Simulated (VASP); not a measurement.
A run of VASP 6.6.1:

INCAR

```
SYSTEM = ZnS
  ALGO = Normal
  EDIFF = 1E-6
  ENCUT = 520
  GGA = PE
  ISIF = 2
  ISMEAR = 0
  LASPH = .TRUE.
  LCHARG = .FALSE.
  LREAL = .FALSE.
  LWAVE = .FALSE.
  NBANDS = 16
  NELM = 60
  PREC = Accurate
  SIGMA = 0.02
```

Contents of KPOINTS:

```
k-points
0
G
  10 10 10
  0 0 0
```

Contents of POSCAR:

```
ZnS
1.0
    0.0000000000      2.7484281373      2.7484281373
    2.7484281373      0.0000000000      2.7484281373
    2.7484281373      2.7484281373      0.0000000000
Zn S
1 1
Direct
    0.2500000000      0.2500000000      0.2500000000
    0.0000000000      0.0000000000      0.0000000000
```

Potentials or basis: VASP PAW PBE potentials, release 64 (Zn, S).

Command:

```sh
$ cat potpaw_PBE.64/Zn/POTCAR potpaw_PBE.64/S/POTCAR > POTCAR
$ mpirun -np 1 vasp_std > vasp.out
```

Hardware: 1 thread of Intel(R) Xeon(R) Platinum 8488C (Sapphire Rapids) (shared host).

Problem. Estimate the wall time of this run.

Solution. It took 33 s on 1 thread of Intel(R) Xeon(R) Platinum 8488C (Sapphire Rapids) (shared host), peak memory 0.18 GiB. Counts: scf iterations 13, k points 47.
